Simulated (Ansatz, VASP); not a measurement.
# Two plane-wave programs on Mo

The input INCAR:

```
ALGO = Fast ; EDIFF = 1E-6
ENCUT = 520 ; GGA = PS
ISIF = 2 ; ISMEAR = 0
LASPH = True ; LCHARG = False
LREAL = False ; LWAVE = False
NBANDS = 13 ; NELM = 80
PREC = Accurate ; SIGMA = 0.15
```

Contents of KPOINTS:

```
k-points
0
Gamma
  24 24 24
```

File POSCAR:

```
Mo
1.0
    2.7423354202      0.0000000000      0.0000000000
   -1.3711677101      2.3749321396      0.1112655707
    0.0000000000      0.1167535299      2.4920710759
Mo
1
Direct
    0.0000000000      0.0000000000      0.5000000000
```

Input for Ansatz:

```yaml
crystal:
  lattice:
    - [2.7423354202, 0.0, 0.0]
    - [-1.3711677101, 2.3749321396, 0.1112655707]
    - [0.0, 0.1167535299, 2.4920710759]
  atoms:
    - { symbol: Mo, position: [0.0, 0.0, 0.5] }
basis:
  ecutwfc: 420
kpoints:
  mp_grid: { grid: [24, 24, 24] }
hamiltonian:
  xc: pbesol
scf:
  occupations: { method: gaussian, width: 0.15 }
output:
  forces: true
  stress: true
  eigenvalues: true
```

Change from the starting cell: strain +0.0937 x Voigt [0, 0, 0, 1, 0, 0], atoms carried along.

Alike in both runs: task single point; functional PBEsol; k mesh 24 × 24 × 24; occupations gaussian, width 0.15 eV; no spin polarisation.

|  | VASP | Ansatz |
| --- | --- | --- |
| version | VASP 6.6.1 | Ansatz 0.2.0 |
| potentials or method | VASP PAW PBE potentials, release 64 (Mo_sv), cutoff 520 eV | scalar-relativistic, plane waves, PAW |
| valence electrons in the cell | 14 | 14 |

|  | VASP | Ansatz | Ansatz less VASP |
| --- | --- | --- | --- |
| gap on the k mesh at the Fermi level (eV) | none | none | - |
| pressure (GPa) | 0.6 | 0.0 | -0.61 |
| traceless stress, the component that is largest in VASP (GPa) | 8.69 | 8.67 | -0.020 |

VASP's potentials were made for PBE, not for PBEsol. A gap of «none» marks a metal or a gap that the smearing closes.
